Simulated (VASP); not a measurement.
Runs of VASP 6.6.1 on AlN. The structure is that of space group P6_3mc (No. 186), or close to it. The cells are those of the table. 

```tsv
cell	gap on the mesh (eV)	pressure (GPa)
atoms relaxed from a = 3.130, b = 3.130, c = 4.993 Å, angles 90.0, 90.0, 120.0°, 4 atoms	4.06	0.7
atoms relaxed from a = 3.115, b = 3.115, c = 5.018 Å, angles 90.0, 90.0, 120.0°, 4 atoms	(a)	1.8
atoms relaxed from a = 3.146, b = 3.146, c = 5.018 Å, angles 90.0, 90.0, 120.0°, 4 atoms	(b)	-2.2
atoms relaxed from a = 3.130, b = 3.130, c = 5.018 Å, angles 90.0, 90.0, 120.0°, 4 atoms	4.04	-0.2
atoms relaxed from a = 3.130, b = 3.130, c = 5.043 Å, angles 90.0, 90.0, 120.0°, 4 atoms	4.02	-1.2
```

Alike in all rows: task relaxation of the atoms; level PBE; potentials or basis VASP PAW PBE potentials, release 64 (Al, N); no spin polarisation; k mesh 8 × 8 × 5; cutoff (eV) 520; smearing gaussian 0.01 eV.

Q: Fill in the values left out.

A: (a) 4.15; (b) 3.93.

Caveats: the relaxation stopped at its first step, so nothing moved (at least some runs).

